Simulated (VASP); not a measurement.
NbTe3Os2, 6 atoms in the cell. The structure is trigonal, space group P-3m1 (No. 164). The conventional cell has a = 4.640 Å, b = 4.640 Å, c = 6.500 Å, α = 90.00°, β = 90.00°, γ = 120.00°. Nb (site symmetry -3m) has 8 Te at 2.91 to 3.25 Å and 6 Os at 3.09 Å within 3.8 Å. Te (site symmetry 3m) has 4 Os at 2.69 to 2.71 Å and 3 Nb at 2.91 Å and 6 Te at 3.41 to 3.52 Å within 3.6 Å. Within 4.2 Å of Te (site symmetry -3m) lie 6 Os at 3.17 Å and 2 Nb at 3.25 Å and 6 Te at 3.41 Å. Within 3.5 Å of Os (site symmetry 3m) lie 7 Te at 2.69 to 3.17 Å and 3 Nb at 3.09 Å. 

```yaml
Program: VASP 6.6.1
Task: relaxation of cell and atoms
Functional: PBE
Potentials_or_basis: VASP PAW PBE potentials, release 64 (Nb_sv, Te, Os)
Cutoff: 600 eV
k_mesh: 6 × 6 × 4
Occupations: gaussian, width 0.1 eV
Spin: no spin polarisation
Dipole_correction: no
Further_INCAR_settings: ALGO = Normal; EDIFF = 1e-07; IBRION = 2; EDIFFG = -0.04; NSW = 90; ISIF = 3
```

Potentials or basis: VASP PAW PBE potentials, release 64 (Nb_sv, Te, Os).

The run is started by

```console
$ cat potpaw_PBE.64/Nb_sv/POTCAR potpaw_PBE.64/Te/POTCAR potpaw_PBE.64/Os/POTCAR > POTCAR
$ mpirun -np 1 vasp_std > vasp.out
```

Hardware: 1 thread of Intel(R) Xeon(R) 6975P-C (Granite Rapids), on a shared host.

Problem. How long does it take, and how much memory?

Solution. Run time: 5.1 min on 1 thread of Intel(R) Xeon(R) 6975P-C (Granite Rapids), on a shared host, peak memory 0.35 GiB. Counts: scf iterations 65, k points 24, ion steps 6.
